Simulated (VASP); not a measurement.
Write the native input for VASP 6.6.1 that does the following.

| Property | Result |
| --- | --- |
| Task | single point |
| Functional | r2SCAN |
| Potentials or basis | VASP PAW PBE potentials, release 64 (Mg, N, Cl) |
| Cutoff | 520 eV |
| k mesh | 10 × 10 × 10 |
| Occupations | gaussian, width 0.01 eV |
| Spin | no spin polarisation |
| Dipole correction | no |
| Further INCAR settings | ALGO = Normal; EDIFF = 1e-06; NBANDS = 16 |

Crystal: Mg2NCl.

```
CELL_PARAMETERS angstrom
1.64661 0.95067 5.93796
-1.64661 0.95067 5.93796
0.00000 -1.90134 5.93796
ATOMIC_POSITIONS crystal
Mg 0.22291 0.22291 0.22291
Mg 0.77709 0.77709 0.77709
N 0.50000 0.50000 0.50000
Cl 0.00000 0.00000 0.00000
```

The input as run:

POSCAR

```
Mg2NCl
1.0
    1.6466125281      0.9506721863      5.9379615086
   -1.6466125281      0.9506721863      5.9379615086
    0.0000000000     -1.9013443726      5.9379615086
Mg N Cl
2 1 1
Direct
    0.2229104120      0.2229104120      0.2229104120
    0.7770895880      0.7770895880      0.7770895880
    0.5000000000      0.5000000000      0.5000000000
    0.0000000000      0.0000000000      0.0000000000
```

INCAR.step1

```
PREC = Accurate
ENCUT = 520
ISMEAR = 0
SIGMA = 0.01
LREAL = F
LASPH = T
NELM = 100
NBANDS = 16
GGA = PE
ALGO = Normal
EDIFF = 1E-4
LWAVE = T
LCHARG = F
```

INCAR.step2

```
PREC = Accurate
ENCUT = 520
EDIFF = 1E-6
ISMEAR = 0
SIGMA = 0.01
LREAL = F
LASPH = T
NELM = 100
ALGO = Normal
ISIF = 2
LWAVE = F
LCHARG = F
METAGGA = R2SCAN
LMIXTAU = T
NBANDS = 16
ISTART = 1
```

KPOINTS

```
Automatic mesh
0
Gamma
  10 10 10
```

Potentials or basis: VASP PAW PBE potentials, release 64 (Mg, N, Cl).

Run with:

```bash
$ cat potpaw_PBE.64/Mg/POTCAR potpaw_PBE.64/N/POTCAR potpaw_PBE.64/Cl/POTCAR > POTCAR
$ cp INCAR.step1 INCAR
$ mpirun -np 1 vasp_std > vasp.out
$ cp INCAR.step2 INCAR
$ mpirun -np 1 vasp_std > vasp.out
```

It gave:

The pressure is -0.5 GPa. The largest force is 0.068 eV/Å and the band gap on the k mesh is 3.08 eV.

Caveat: the PAW data sets were made with another functional, which shifts forces and pressure a little.

Run time: 16 min on 1 thread of Intel(R) Xeon(R) Platinum 8488C (Sapphire Rapids), on a shared host, peak memory 0.43 GiB.
